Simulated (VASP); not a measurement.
Set up this calculation in VASP 6.6.1, as the native input.

```
Task                   : electric field gradients
Functional             : PBE
Potentials or basis    : VASP PAW PBE potentials, release 64 (Pd)
Cutoff                 : 520 eV
k mesh                 : 18 × 18 × 18
Occupations            : fermi-dirac, width 0.05 eV
Spin                   : no spin polarisation
Dipole correction      : no
Further INCAR settings : ALGO = Normal; EDIFF = 1e-08; NBANDS = 11
```

The structure of Pd lies in POSCAR:

```
Pd
1.0
    0.0000000000      1.9383952691      1.9383952691
    1.9383952691      0.0000000000      1.9383952691
    1.9383952691      1.9383952691      0.0000000000
Pd
1
Direct
    0.0000000000      0.0000000000      0.0000000000
```

This cell differs from its parent crystal: volume scaled by 0.99.

One way to write it, as run:

INCAR

```
SYSTEM = Pd
PREC = Accurate
ENCUT = 520
EDIFF = 1E-8
ISMEAR = -1
SIGMA = 0.05
LREAL = .False.
LASPH = .True.
NELM = 100
ALGO = Normal
ISIF = 2
LWAVE = .False.
LCHARG = .False.
GGA = PE
LEFG = .True.
NBANDS = 11
```

KPOINTS

```
regular mesh
0
Gamma
  18 18 18
  0 0 0
```

Potentials or basis: VASP PAW PBE potentials, release 64 (Pd).

The run is started by

```console
$ cat potpaw_PBE.64/Pd/POTCAR > POTCAR
$ mpirun -np 1 vasp_std > vasp.out
```

It gave:

| Quantity | Value |
| --- | --- |
| Pressure | 9.4 GPa |
| Band gap on the k mesh | zero (band 5 reaches 10.30 eV, above the bottom of band 6 at 8.68 eV) |

Caveat: without QUAD_EFG the Cq values of the log hold for a quadrupole moment of 1 mb, not for the nuclei.

It took 36 s on 1 thread of Intel Xeon 8259CL, on a shared host, peak memory 0.15 GiB.
